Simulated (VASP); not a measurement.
Input of a VASP 6.6.1 run:

File INCAR:

```
SYSTEM = Nb
  PREC = Accurate
  ENCUT = 600
  EDIFF = 1E-6
  ISMEAR = -1
  SIGMA = 0.05
  LREAL = .FALSE.
  LASPH = .TRUE.
  NELM = 100
  ALGO = Normal
  ISIF = 3
  LWAVE = .FALSE.
  LCHARG = .FALSE.
  IBRION = 2
  NSW = 32
  EDIFFG = -0.005
  PSTRESS = 11.0
```

The input KPOINTS:

```
regular mesh
0
G
  16 16 15
  0 0 0
```

Contents of POSCAR:

```
Nb
1.0
    2.8009076778      0.0000000000      0.0000000000
   -1.4004538389      2.4256572027      0.0000000000
    0.0000000000      0.0000000000      2.6709705792
Nb
1
Direct
    0.0000000000      0.0000000000      0.0000000000
```

Potentials or basis: VASP PAW LDA potentials, release 64 (Nb_sv).

Launch:

```sh
$ cat potpaw_LDA.64/Nb_sv/POTCAR > POTCAR
$ mpirun -np 1 vasp_std > vasp.out
```

Q: Estimate the band gap on the k mesh.

A: Zero (an odd number of electrons rules out a gap without spin polarisation).

Final structure:
```
CELL_PARAMETERS angstrom
2.80091 0.00000 0.00000
-1.40045 2.42566 0.00000
0.00000 0.00000 2.67097
ATOMIC_POSITIONS crystal
Nb 0.00000 0.00000 0.00000
```
